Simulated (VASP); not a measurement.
Input of a VASP 6.6.1 run:

The input POSCAR:

```
TiS2
1.0
    3.4106015401      0.0000000000      0.0000000000
   -1.7053007700      2.9536675759      0.0000000000
    0.0000000000      0.0000000000      5.5952522221
Ti S
1 2
Direct
    0.0000000000      0.0000000000      0.0000000000
    0.3333333333      0.6666666667      0.2502827429
    0.6666666667      0.3333333333      0.7497172571
```

Contents of INCAR.step1:

```
PREC = Accurate ; ENCUT = 400
EDIFF = 1E-5 ; ISMEAR = -1
SIGMA = 0.02 ; LREAL = F
LASPH = T ; NELM = 120
ALGO = Normal ; ISIF = 2
LWAVE = T ; LCHARG = F
NBANDS = 19 ; GGA = PE
GGA_COMPAT = F
```

INCAR.step2

```
PREC = Accurate ; ENCUT = 400
EDIFF = 1E-6 ; ISMEAR = -1
SIGMA = 0.02 ; LREAL = F
LASPH = T ; NELM = 120
ALGO = Normal ; ISIF = 2
LWAVE = F ; LCHARG = F
GGA = PE ; LHFCALC = T
HFSCREEN = 0.2079 ; PRECFOCK = Normal
NBANDS = 19 ; ISTART = 1
GGA_COMPAT = F
```

The input KPOINTS:

```
regular mesh
0
Gamma
  6 6 4
```

Potentials or basis: VASP PAW PBE potentials, release 64 (Ti_sv, S).

Launch:

```sh
$ cat potpaw_PBE.64/Ti_sv/POTCAR potpaw_PBE.64/S/POTCAR > POTCAR
$ cp INCAR.step1 INCAR
$ mpirun -np 1 vasp_std > vasp.out
$ cp INCAR.step2 INCAR
$ mpirun -np 1 vasp_std > vasp.out
```

**Question.** Estimate the pressure.

**Answer.** 0.2 GPa.

**Question.** Predict the band gap on the k mesh.

**Answer.** 0.58 eV (least direct gap 1.13 eV).

**Question.** Predict the largest force.

**Answer.** 0.225 eV/Å.

Stress tensor (GPa, compression positive):
```
-0.26  0.00  0.00
 0.00 -0.26  0.00
 0.00  0.00  1.15
```

Caveat: the cell differs from its parent crystal (uniaxial z strain -2.5%); the PAW data sets were made with another functional, which shifts forces and pressure a little. A k mesh can miss the band edges.
